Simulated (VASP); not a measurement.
# Mo (Im-3m) in VASP: notebook

Mo is run at these levels: PBEsol; tasks: single point, relaxation of cell and atoms.

Program: VASP 6.6.1. These are calculated values, not measurements. Logs are shortened: lines on timing, memory, paths and dates and some standing lists are left out, and cuts for length are marked.

### Step 1. The cell of the first run

It takes space group Im-3m (No. 229, cubic). The conventional cell has a = 3.130 Å, b = 3.130 Å, c = 3.130 Å, α = 90.00°, β = 90.00°, γ = 90.00°. Mo (site symmetry m-3m) has 14 Mo at 2.71 to 3.13 Å within 3.6 Å.

### Step 2. Single point, PBEsol

The input, INCAR:

```
  PREC = Accurate
  ENCUT = 500
  EDIFF = 1E-6
  ISMEAR = -1
  SIGMA = 0.15
  LREAL = F
  LASPH = T
  NELM = 120
  ALGO = Normal
  ISIF = 2
  LWAVE = F
  LCHARG = F
  GGA = PS
  NBANDS = 13
  GGA_COMPAT = F
```

The input, KPOINTS:

```
Automatic mesh
0
Gamma
  20 20 20
```

The input, POSCAR:

```
Mo
1.0
   -1.5650818884      1.5650818884      1.5650818884
    1.5650818884     -1.5650818884      1.5650818884
    1.5650818884      1.5650818884     -1.5650818884
Mo
1
Direct
    0.0000000000      0.0000000000      0.0000000000
```

Potentials or basis: VASP PAW PBE potentials, release 64 (Mo_sv).

Started as:

```
$ cat potpaw_PBE.64/Mo_sv/POTCAR > POTCAR
$ mpirun -np 1 vasp_std > vasp.out
```

OUTCAR:

```text
PREC = Accurate
   ENCUT = 500
   EDIFF = 1E-6
   ISMEAR = -1
   LREAL = F
   LASPH = T
   NELM = 120
   ISIF = 2
   GGA = PS

 ion  position               nearest neighbor table
   1  0.000  0.000  0.000-

  LATTYP: Found a body centered cubic cell.
 ALAT       =     3.1301637768

  Lattice vectors:

 A1 = (  -1.5650818884,   1.5650818884,   1.5650818884)
 A2 = (   1.5650818884,  -1.5650818884,   1.5650818884)
 A3 = (   1.5650818884,   1.5650818884,  -1.5650818884)

Analysis of symmetry for initial positions (statically):
=====================================================================
 Subroutine PRICEL returns:
 Original cell was already a primitive cell.

 Routine SETGRP: Setting up the symmetry group for a
 body centered cubic supercell.

 Subroutine GETGRP returns: Found 48 space group operations
 (whereof 48 operations were pure point group operations)
 out of a pool of 48 trial point group operations.

The static configuration has the point symmetry O_h .

Analysis of symmetry for dynamics (positions and initial velocities):
=====================================================================
 Subroutine PRICEL returns:
 Original cell was already a primitive cell.

 Routine SETGRP: Setting up the symmetry group for a
 body centered cubic supercell.

 Subroutine GETGRP returns: Found 48 space group operations
 (whereof 48 operations were pure point group operations)
 out of a pool of 48 trial point group operations.

The dynamic configuration has the point symmetry O_h .

 Subroutine INISYM returns: Found 48 space group operations
 (whereof 48 operations are pure point group operations),
 and found     1 'primitive' translations

----------------------------------------------------------------------------------------

                                     Primitive cell

  volume of cell :      15.3346

  direct lattice vectors                    reciprocal lattice vectors
    -1.565081888  1.565081888  1.565081888     0.000000000  0.319472102  0.319472102
     1.565081888 -1.565081888  1.565081888     0.319472102  0.000000000  0.319472102
     1.565081888  1.565081888 -1.565081888     0.319472102  0.319472102  0.000000000

  length of vectors
     2.710801349  2.710801349  2.710801349     0.451801779  0.451801779  0.451801779

  position of ions in fractional coordinates (direct lattice)
     0.000000000  0.000000000  0.000000000

  ion indices of the primitive-cell ions
   primitive index   ion index
                 1           1

----------------------------------------------------------------------------------------

 KPOINTS: Automatic mesh

Automatic generation of k-mesh.
 Grid dimensions read from file:
 generate k-points for:   20   20   20

 Generating k-lattice:

  Cartesian coordinates                     Fractional coordinates (reciprocal lattice)
     0.000000000  0.015973605  0.015973605     0.050000000  0.000000000  0.000000000
     0.015973605  0.000000000  0.015973605     0.000000000  0.050000000  0.000000000
     0.015973605  0.015973605  0.000000000     0.000000000  0.000000000  0.050000000

  Length of vectors
     0.022590089  0.022590089  0.022590089

  Shift w.r.t. Gamma in fractional coordinates (k-lattice)
     0.000000000  0.000000000  0.000000000

 Subroutine IBZKPT returns following result:
 ===========================================

 Found    256 irreducible k-points:

 Following reciprocal coordinates:
            Coordinates               Weight
  0.000000  0.000000  0.000000      1.000000
  0.050000  0.000000  0.000000     12.000000
  0.100000  0.000000  0.000000     12.000000
  0.150000  0.000000  0.000000     12.000000
  0.200000  0.000000  0.000000     12.000000
  0.250000  0.000000  0.000000     12.000000
[... 16 lines left out ...]
  0.200000  0.100000  0.000000     48.000000
  0.250000  0.100000 -0.000000     48.000000
 [... further k-points ...]
   k-points           NKPTS =    256   k-points in BZ     NKDIM =    256   number of bands    NBANDS=     13
   number of dos      NEDOS =    301   number of ions     NIONS =      1
   total plane-waves  NPLWV =   8000
   dimension x,y,z NGX =    20 NGY =   20 NGZ =   20
   dimension x,y,z NGXF=    40 NGYF=   40 NGZF=   40
   ions per type =               1
   NGX,Y,Z   is equivalent  to a cutoff of  12.27, 12.27, 12.27 a.u.
   NGXF,Y,Z  is equivalent  to a cutoff of  24.53, 24.53, 24.53 a.u.
 SYSTEM =  unknown system
   PREC   = accura    normal or accurate (medium, high low for compatibility)
   ISTART =      0    job   : 0-new  1-cont  2-samecut
   ICHARG =      2    charge: 1-file 2-atom 10-const
   ISPIN  =      1    spin polarized calculation?
   LNONCOLLINEAR =      F non collinear calculations
   LSORBIT =      F    spin-orbit coupling
   LASPH  =      T    aspherical Exc in radial PAW
   ENCUT  =  500.0 eV  36.75 Ry    6.06 a.u.   4.94  4.94  4.94*2*pi/ulx,y,z
   NELM   =    120;   NELMIN=  2; NELMDL= -5     # of ELM steps
   EDIFF  = 0.1E-05   stopping-criterion for ELM
   LREAL  =      F    real-space projection
   EDIFFG = 0.1E-04   stopping-criterion for IOM
   NSW    =      0    number of steps for IOM
   IBRION =     -1    ionic relax: 0-MD 1-quasi-New 2-CG
   NFREE  =      0    steps in history (QN), initial steepest desc. (CG)
   ISIF   =      2    stress and relaxation
   ISYM   =      2    0-nonsym 1-usesym 2-fastsym
   POTIM  = 0.5000    time-step for ionic-motion
   TEBEG  =    0.0;   TEEND  =   0.0 temperature during run
   PSTRESS=    0.0 pullay stress
   NELECT =      14.0000    total number of electrons
   NUPDOWN=      -1.0000    fix difference up-down
   EMIN   =  10.00;   EMAX   =-10.00  energy-range for DOS
   EFERMI =   0.00;   METHOD = LEGACY
   ISMEAR =    -1;   SIGMA  =   0.15  broadening in eV -4-tet -1-fermi 0-gaus
   EFERMI_NEDOS =   21; number of points for ismear=-14 and -15
   IALGO  =     38    algorithm
   IMIX   =      4    mixing-type and parameters
     AMIX     =   0.40;   BMIX     =  1.00
     AMIX_MAG =   1.60;   BMIX_MAG =  1.00
  volume/ion in A,a.u.               =      15.33       103.48
  Fermi-wavevector in a.u.,A,eV,Ry     =   1.588158  3.001184 34.317250  2.522247
  Thomas-Fermi vector in A             =   2.687205
   LORBIT       =      0    0 simple, 1 ext, 2 COOP (PROOUT), +10 PAW based schemes
   GGA     = PS    functional components
   LHFCALC =     F    Hartree Fock is set to
   AEXX    =    0.0000 exact exchange contribution
   IVDW    =     0    specifies the selected vdW correction
   LEPSILON=     F    determine dielectric tensor
   LRPA    =     F    only Hartree local field effects (RPA)
 non-spin polarized calculation
  energy-cutoff  :      500.00
  volume of cell :       15.33
 maximum number of plane-waves:       403
   NGX =  9   NGY =  9   NGZ =  9

 number of electron      13.9999998 magnetization

 Free energy of the ion-electron system (eV)
  ---------------------------------------------------
  ext. energy  EPLUGINS =         0.00000000
  ---------------------------------------------------
  free energy    TOTEN  =       -11.80249702 eV

  energy without entropy =      -11.75553697  energy(sigma->0) =      -11.77901700

 E-fermi :  12.7638     XC(G=0): -13.6369

 val. band max:       12.7610519551   @ k =   0.4000   0.1000   0.1000
 cond. band min:      12.7697044698   @ k =  -0.2000   0.2000   0.1500
 fundamental gap:      0.0086525147
 Fermi energy:        12.7637960210

 k-point     1 :       0.0000    0.0000    0.0000
  band No.  band energies     occupation
      1     -48.4162      2.00000
      2     -21.6577      2.00000
      3     -21.6577      2.00000
      4     -21.6577      2.00000
      5       5.4279      2.00000
      6      11.3739      1.99981
      7      11.3739      1.99981
      8      11.3739      1.99981
      9      14.4609      0.00002
     10      14.4609      0.00002
     11      27.6116      0.00000
     12      27.6116      0.00000
     13      27.6116      0.00000

 k-point     2 :       0.0500    0.0000    0.0000
  band No.  band energies     occupation
      1     -48.4093      2.00000
      2     -21.6972      2.00000
      3     -21.6698      2.00000
      4     -21.6580      2.00000
      5       5.5421      2.00000
      6      11.3085      1.99988
      7      11.3637      1.99982
      8      11.4810      1.99961
      9      14.3613      0.00005
     10      14.4622      0.00002
     11      27.7003      0.00000
     12      27.8041      0.00000
     13      27.8478      0.00000

 k-point     3 :       0.1000    0.0000    0.0000
  band No.  band energies     occupation
      1     -48.3892      2.00000
      2     -21.8109      2.00000
      3     -21.7048      2.00000
      4     -21.6589      2.00000
      5       5.8709      2.00000
      6      11.1243      1.99996
      7      11.3202      1.99987
      8      11.7990      1.99679
      9      14.1290      0.00022
     10      14.4699      0.00002
     11      27.9254      0.00000
     12      28.3679      0.00000
     13      28.4615      0.00000
[... 305 lines left out ...]
 k-point    23 :       0.2000    0.1000    0.0000
  band No.  band energies     occupation
      1     -48.2600      2.00000
      2     -22.4765      2.00000
      3     -21.9064      2.00000
      4     -21.7138      2.00000
      5       7.7183      2.00000
      6      10.2323      2.00000
      7      10.7616      2.00000
      8      13.6468      0.00554
      9      14.3963      0.00004
     10      14.8909      0.00000
     11      28.0370      0.00000
     12      29.0706      0.00000
     13      31.2575      0.00000

 k-point    24 :       0.2500    0.1000   -0.0000
  band No.  band energies     occupation
      1     -48.2173      2.00000
      2     -22.6769      2.00000
      3     -21.9910      2.00000
      4     -21.7182      2.00000
      5       7.9558      2.00000
      6       9.9376      2.00000
      7      11.0815      1.99997
      8      13.8343      0.00159
      9      14.9877      0.00000
     10      15.4518      0.00000
     11      27.1403      0.00000
     12      28.2840      0.00000
     13      32.4518      0.00000

 [... further k-points ...]

------------------------ aborting loop because EDIFF is reached ----------------------------------------

  FORCE on cell =-STRESS in cart. coord.  units (eV):
  Direction    XX          YY          ZZ          XY          YZ          ZX
  --------------------------------------------------------------------------------------
  -------------------------------------------------------------------------------------
  Total        0.0551288      0.0551288      0.0551288     -0.0000000     -0.0000000      0.0000000
  in kB        5.7599408      5.7599408      5.7599408     -0.0000000     -0.0000000      0.0000000
  external PRESSURE =       5.7599408 kB  Pullay stress =       0.0000000 kB

 VOLUME and BASIS-vectors are now :
 -----------------------------------------------------------------------------
  energy-cutoff  :      500.00
  volume of cell :       15.33
      direct lattice vectors                 reciprocal lattice vectors
    -1.565081888  1.565081888  1.565081888     0.000000000  0.319472102  0.319472102
     1.565081888 -1.565081888  1.565081888     0.319472102  0.000000000  0.319472102
     1.565081888  1.565081888 -1.565081888     0.319472102  0.319472102  0.000000000

 POSITION                                       TOTAL-FORCE (eV/Angst)
 -----------------------------------------------------------------------------------
      0.00000      0.00000      0.00000        -0.000000      0.000000     -0.000000
 -----------------------------------------------------------------------------------
    total drift:                                0.000000     -0.000000     -0.000000

  FREE ENERGIE OF THE ION-ELECTRON SYSTEM (eV)
  ---------------------------------------------------
  free  energy   TOTEN  =       -11.8024970185 eV

  energy  without entropy=      -11.7555369737  energy(sigma->0) =      -11.77901700
```

Run time: 27 s. Hardware: 1 thread of AMD EPYC 7R13 (Zen 3), shared host; peak memory 0.13 GiB.

Results:

```yaml
Free_energy: -11.8025 eV
Pressure: 0.6 GPa
Band_gap_on_the_k_mesh: zero (bands 7 and 8 overlap by 5.53 eV)
```

Caveat: the PAW data sets were made with another functional, which shifts forces and pressure a little.

### Step 3. Single point, PBEsol (15.64 Å³/atom)

This run uses another cell than the first one, of 15.64 Å³/atom.

The input, INCAR:

```
SYSTEM = Mo
PREC = Accurate ; ENCUT = 500
EDIFF = 1E-6 ; ISMEAR = -1
SIGMA = 0.15 ; LREAL = .False.
LASPH = .True. ; NELM = 120
ALGO = Normal ; ISIF = 2
LWAVE = .False. ; LCHARG = .True.
GGA = PS ; LELF = .True.
LVHAR = .True. ; NBANDS = 13
GGA_COMPAT = .False.
```

The input, KPOINTS:

```
regular mesh
0
Gamma
  20 20 20
  0 0 0
```

The input, POSCAR:

```
Mo
1.0
   -1.5754469712      1.5754469712      1.5754469712
    1.5754469712     -1.5754469712      1.5754469712
    1.5754469712      1.5754469712     -1.5754469712
Mo
1
Direct
    0.0000000000      0.0000000000      0.0000000000
```

Potentials or basis: VASP PAW PBE potentials, release 64 (Mo_sv).

Started as:

```
$ cat potpaw_PBE.64/Mo_sv/POTCAR > POTCAR
$ mpirun -np 1 vasp_std > vasp.out
```

Run time: 26 s. Hardware: 1 thread of AMD EPYC 7R13 (Zen 3), shared host; peak memory 0.13 GiB.

It converged, with:

```yaml
Free_energy: -11.7985 eV
Pressure: -4.8 GPa
Band_gap_on_the_k_mesh: zero (bands 7 and 8 overlap by 5.37 eV)
```

Levels at points of the mesh, in eV from the Fermi level:
```csv
k point,band 5,band 6,band 7,band 8,band 9,band 10
"(0.00, 0.00, 0.00)",-7.27,-1.35,-1.35,-1.35,1.67,1.67
"(0.50, 0.00, 0.00)",-5.33,-3.39,1.62,1.70,2.33,4.79
"(0.50, 0.50, 0.50)",-5.45,-5.45,4.03,4.03,4.03,9.03
```

Caveat: the cell stands under tension; the PAW data sets were made with another functional, which shifts forces and pressure a little.

### Step 4. Relaxation of cell and atoms, PBEsol

The input, INCAR:

```
SYSTEM = Mo
PREC = Accurate
ENCUT = 500
EDIFF = 1E-7
ISMEAR = -1
SIGMA = 0.15
LREAL = .FALSE.
LASPH = .TRUE.
NELM = 120
ALGO = Normal
ISIF = 3
LWAVE = .FALSE.
LCHARG = .FALSE.
GGA = PS
IBRION = 2
NSW = 80
EDIFFG = -0.001
GGA_COMPAT = .FALSE.
NELMIN = 4
```

The input, KPOINTS:

```
Automatic mesh
0
G
  20 20 20
  0 0 0
```

The input, POSCAR:

```
Mo
1.0
   -1.5646534271      1.5646534271      1.5646534271
    1.5646534271     -1.5646534271      1.5646534271
    1.5646534271      1.5646534271     -1.5646534271
Mo
1
Direct
    0.0000000000      0.0000000000      0.0000000000
```

Started as:

```
$ cat potpaw_PBE.64/Mo_sv/POTCAR > POTCAR
$ mpirun -np 1 vasp_std > vasp.out
```

Run time: 50 s. Hardware: 1 thread of AMD EPYC 7R13 (Zen 3), shared host; peak memory 0.13 GiB.

Results (log left out):

```yaml
Free_energy: -11.8025 eV
Relaxed_volume: 15.37 Å³/atom
Relaxed_cell: a = 2.713 Å, b = 2.713 Å, c = 2.713 Å, α = 109.47°, β = 109.47°, γ = 109.47°
Space_group_after_relaxing_to_0.1_Å: Im-3m (No. 229)
Energy_gained_by_relaxing: 0.1 meV/atom
Ionic_steps: 3
Pressure_after_relaxing: 0.0 GPa
Band_gap_on_the_k_mesh: zero (bands 7 and 8 overlap by 5.51 eV)
```

The path:
| step | energy change (eV) | largest force (eV/Å) | pressure (GPa) | volume (Å³) |
| --- | --- | --- | --- | --- |
| 1 | 0.0000 | 0.0000 | 0.81 | 15.32 |
| 2 | 0.0008 | 0.0000 | -2.28 | 15.49 |
| 3 | -0.0001 | 0.0000 | 0.00 | 15.37 |

Final structure:
```xyz
1
Lattice="-1.5662 1.5662 1.5662 1.5662 -1.5662 1.5662 1.5662 1.5662 -1.5662" Properties=species:S:1:pos:R:3 pbc="T T T"
Mo    0.0000    0.0000    0.0000
```

Levels at points of the mesh, in eV from the Fermi level:
```csv
k point,band 3,band 4,band 5,band 6,band 7,band 8,band 9,band 10,band 11
"(0.00, 0.00, 0.00)",-34.43,-34.43,-7.33,-1.39,-1.39,-1.39,1.69,1.69,14.85
"(0.50, 0.00, 0.00)",-34.90,-34.44,-5.44,-3.48,1.68,1.74,2.38,4.92,11.92
"(0.50, 0.50, 0.50)",-35.45,-35.45,-5.59,-5.59,4.13,4.13,4.13,9.17,9.17
```

Caveat: the PAW data sets were made with another functional, which shifts forces and pressure a little.

### Step 5. Single point, PBEsol

The input, INCAR:

```
PREC = Accurate
ENCUT = 520
EDIFF = 1E-7
ISMEAR = 0
SIGMA = 0.1
LREAL = F
LASPH = T
NELM = 100
ALGO = Fast
ISIF = 2
LWAVE = F
LCHARG = F
GGA = PS
ISYM = 0
NBANDS = 13
```

The input, KPOINTS:

```
regular mesh
0
Gamma
  13 13 15
```

The input, POSCAR:

```
Mo
1.0
    2.7100592323      0.0000000000      0.0000000000
   -0.9033530774      2.5550683474      0.0000000000
    0.9033530774      1.2775341737      2.2127540972
Mo
1
Direct
    0.0000000000      0.0000000000      0.0000000000
```

Started as:

```
$ cat potpaw_PBE.64/Mo_sv/POTCAR > POTCAR
$ mpirun -np 1 vasp_std > vasp.out
```

Wall time 76 s (1 thread of Intel Xeon 6975P-C (Granite Rapids), shared host); peak memory 0.32 GiB.

It converged, with:

```
Free energy            : -11.7849 eV
Pressure               : 0.4 GPa
Band gap on the k mesh : zero (bands 7 and 8 overlap by 5.16 eV)
```

Levels at points of the mesh, in eV from the Fermi level:
```
           k point  band 4  band 5  band 6  band 7  band 8  band 9  band 10  band 11
(0.00, 0.00, 0.00)  -34.50   -7.43   -1.49   -1.48   -1.47    1.61     1.61    14.75
```

Caveat: the PAW data sets were made with another functional, which shifts forces and pressure a little.

(Continued in part 2 of 2.)

The gap in the log of VASP goes by the Fermi energy; the results here count the filled bands.